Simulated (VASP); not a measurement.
TiW:

```
CELL_PARAMETERS angstrom
1.59373 -2.25463 0.00000
1.59373 2.25463 0.00000
0.00000 0.00000 4.46812
ATOMIC_POSITIONS crystal
Ti 0.00000 0.00000 0.00000
W 0.50000 0.50000 0.50000
```

```yaml
Program: VASP 6.6.1
Task: relaxation of cell and atoms
Functional: LDA
Potentials_or_basis: VASP PAW LDA potentials, release 64 (Ti_sv, W_sv)
Cutoff: 600 eV
k_mesh: 9 × 9 × 5
Occupations: methfessel-paxton, width 0.1 eV
Spin: no spin polarisation
```

At the start: pressure -9.8 GPa; volume 16.06 Å³/atom.

**Question.** Where does the relaxation end?

**Answer.** Over 11 steps the energy falls by 27.2 meV/atom and the volume is 15.26 Å³/atom (-4.9 %); space group Cmmm (No. 65, to 0.05 Å).

The path:
```tsv
step	energy change (eV)	largest force (eV/Å)	pressure (GPa)	volume (Å³)
1	0.0000	0.0000	-9.75	32.11
2	0.1512	0.0000	25.10	27.78
3	-0.0500	0.0000	-0.24	30.61
4	-0.0501	0.0000	0.10	30.56
5	-0.0500	0.0000	0.33	30.53
6	-0.0533	0.0000	0.29	30.51
7	-0.0540	0.0000	0.29	30.50
8	-0.0540	0.0000	0.30	30.50
9	-0.0541	0.0000	-0.63	30.62
10	-0.0542	0.0000	-0.29	30.58
11	-0.0543	0.0000	0.02	30.53
```

Final structure:
```yaml
crystal:
  lattice:
    - [1.55622, -2.25652, 0.00000]
    - [1.55622, 2.25652, 0.00000]
    - [0.00000, 0.00000, 4.34696]
  atoms:
    - { symbol: Ti, position: [0.00000, 0.00000, 0.00000] }
    - { symbol: W, position: [0.50000, 0.50000, 0.50000] }
```
